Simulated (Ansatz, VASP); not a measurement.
# One calculation of BaTiO3, two programs

```
Ba Ti O
1.0
     3.99397    0.00000    0.00000
     0.00000    3.99397    0.00000
     0.00000    0.00000    3.67458
Ba Ti O
1 1 3
Direct
  0.00000 0.00000 0.00000
  0.50000 0.50000 0.50000
  0.50000 0.50000 0.00000
  0.50000 0.00000 0.50000
  0.00000 0.50000 0.50000
```

Change from the starting cell: strain +0.000 along x and y, -0.080 along z, atoms carried along.

Alike in both runs: task single point; functional r2SCAN; k mesh 8 × 8 × 8; occupations gaussian, width 0.05 eV; no spin polarisation.

```csv
,VASP,Ansatz
version,VASP 6.6.1,Ansatz 0.2.0
potentials or method,"VASP PAW PBE potentials, release 64 (Ba_sv, Ti_sv, O), cutoff 520 eV","scalar-relativistic, plane waves, PAW"
valence electrons in the cell,40,40
```

VASP gave:

```
gap on the k mesh at the Fermi level (eV)                     : 2.11
least direct gap on the mesh (eV)                             : 2.19
pressure (GPa)                                                : 23.1
traceless stress, the component that is largest in VASP (GPa) : 18.56
```

Task: What did Ansatz give for the same quantities?

Result: gap on the k mesh at the Fermi level (eV): 2.14; least direct gap on the mesh (eV): 2.19; pressure (GPa): 20.3; traceless stress, the component that is largest in VASP (GPa): 18.06.

VASP's potentials were made for PBE, not for r2SCAN.

Neither program's run includes spin-orbit coupling.
